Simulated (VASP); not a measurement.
The system is KF.

```xyz
2
Lattice="0.0000 2.6895 2.6895 2.6895 0.0000 2.6895 2.6895 2.6895 0.0000" Properties=species:S:1:pos:R:3 pbc="T T T"
K     0.0000    0.0000    0.0000
F     2.6895    2.6895    2.6895
```

Program: VASP 6.6.1. Alike in all runs: task single point; no spin polarisation; cell as given; cutoff (eV) 520; smearing fermi-dirac 0.05 eV.

Q: Order these runs on this cell by their band gap on the k mesh, lowest first.
A. level HSE06; potentials or basis VASP PAW PBE potentials, release 64 (K_sv, F); k mesh 6 × 6 × 6; grid for exact exchange (PRECFOCK) Normal; share of exact exchange 0.25; screening parameter 0.2079 1/Å
B. level LDA; potentials or basis VASP PAW LDA potentials, release 64 (K_sv, F); k mesh 9 × 9 × 9
C. level r2SCAN; potentials or basis VASP PAW PBE potentials, release 64 (K_sv, F); k mesh 9 × 9 × 9

A: B (5.69 eV), C (6.72 eV), A (8.05 eV).

Caveats: an odd mesh through Γ misses points on the zone boundary, where band edges can lie (at least some runs); the cell stands under tension (at least some runs).

A k mesh can miss the band edges, odd and even meshes differently.
